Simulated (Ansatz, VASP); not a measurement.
## KTaO3 in VASP and in Ansatz

File INCAR:

```
PREC = Accurate
ENCUT = 520
EDIFF = 1E-8
ISMEAR = -1
SIGMA = 0.01
LREAL = False
LASPH = True
NELM = 60
ALGO = Normal
ISIF = 2
LWAVE = False
LCHARG = False
GGA = PE
LEFG = True
NBANDS = 27
```

Contents of KPOINTS:

```
Automatic mesh
0
Gamma
  5 5 5
```

POSCAR

```
KTaO3
1.0
    3.9883000000      0.0000000000      0.0000000000
    0.0000000000      3.9883000000      0.0000000000
    0.0000000000      0.0000000000      3.9484170000
K Ta O
1 1 3
Direct
    0.5000000000      0.5000000000      0.5000000000
    0.0000000000      0.0000000000      0.0000000000
    0.5000000000      0.0000000000      0.0000000000
    0.0000000000      0.5000000000      0.0000000000
    0.0000000000      0.0000000000      0.5000000000
```

Input for Ansatz:

```yaml
crystal:
  lattice:
    - [3.9883, 0.0, 0.0]
    - [0.0, 3.9883, 0.0]
    - [0.0, 0.0, 3.948417]
  atoms:
    - { symbol: K, position: [0.5, 0.5, 0.5] }
    - { symbol: Ta, position: [0.0, 0.0, 0.0] }
    - { symbol: O, position: [0.5, 0.0, 0.0] }
    - { symbol: O, position: [0.0, 0.5, 0.0] }
    - { symbol: O, position: [0.0, 0.0, 0.5] }
kpoints:
  mp_grid: { grid: [5, 5, 5] }
scf:
  occupations: { method: fermi_dirac, width: 0.01 }
hamiltonian:
  xc: pbe
  pseudopotentials: { kind: paw }
output:
  forces: true
  stress: true
  eigenvalues: true
  efg: { contact_densities: true }
  write_density: true
  write_potential: true
  elf: true
  volumetric_format: npy
```

Change from the starting cell: zz strain of -1 %, PAW files.

Alike in both runs: task electric field gradients; functional PBE; k mesh 5 × 5 × 5; occupations fermi-dirac, width 0.01 eV; no spin polarisation.

|  | VASP | Ansatz |
| --- | --- | --- |
| version | VASP 6.6.1 | Ansatz 0.2.0 |
| potentials or method | VASP PAW PBE potentials, release 64 (K_sv, Ta_pv, O) | PAW with Ansatz's default frozen-core files, scalar-relativistic |
| plane-wave cutoff (eV) | 520 | 420 |
| valence electrons in the cell | 38 | 40 |

```csv
,VASP,Ansatz,Ansatz less VASP
gap on the k mesh at the Fermi level (eV),2.30,2.34,+0.048
pressure (GPa),8.3,7.6,-0.71
"traceless stress, the component that is largest in VASP (GPa)",2.73,2.68,-0.046
size of Vzz on the site where it differs most (V/Å²),14.2,16.7,+2.50
```

VASP's potentials hold 38 valence electrons a cell and Ansatz's 40, so a difference there can come from the potentials and not from the codes.

Spin-orbit coupling is off throughout.
